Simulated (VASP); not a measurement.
Write the native input for VASP 6.6.1 that does the following.

```yaml
Task: single point
Functional: PBEsol
Potentials_or_basis: VASP PAW PBE potentials, release 64 (Nb_sv)
Cutoff: 500 eV
k_mesh: 9 × 9 × 4
Occupations: fermi-dirac, width 0.1 eV
Spin: no spin polarisation
Dipole_correction: no
Further_INCAR_settings: ALGO = Normal; EDIFF = 1e-06; NBANDS = 12
```

The structure of Nb lies in POSCAR:

```
Nb
1.0
    3.0710600000      0.0000000000      0.0000000000
   -1.5355300000      2.6596200000      0.0000000000
    0.0000000000      0.0000000000      6.5652900000
Nb
1
Direct
    0.0000000000      0.0000000000      0.0000000000
```

This isn't the form of Nb at room conditions, which is bcc.

These files were run (other wordings do the same):

INCAR

```
ALGO = Normal
EDIFF = 1E-6
ENCUT = 500
GGA = PS
GGA_COMPAT = F
ISIF = 2
ISMEAR = -1
LASPH = T
LCHARG = T
LELF = T
LREAL = F
LVHAR = T
LWAVE = F
NBANDS = 12
NELM = 120
PREC = Accurate
SIGMA = 0.1
```

KPOINTS

```
k-points
0
Gamma
  9 9 4
```

Potentials or basis: VASP PAW PBE potentials, release 64 (Nb_sv).

Launch:

```console
$ cat potpaw_PBE.64/Nb_sv/POTCAR > POTCAR
$ mpirun -np 1 vasp_std > vasp.out
```

It gave:

| Quantity | Value |
| --- | --- |
| Pressure | -12.2 GPa |
| Band gap on the k mesh | zero (an odd number of electrons rules out a gap without spin polarisation) |

Caveat: the cell stands under tension; the PAW data sets were made with another functional, which shifts forces and pressure a little.

Run time: 31 s on 1 thread of Intel(R) Xeon(R) Platinum 8175M CPU @ 2.50GHz (Skylake/Cascade Lake), with other jobs on the host, peak memory 0.17 GiB.
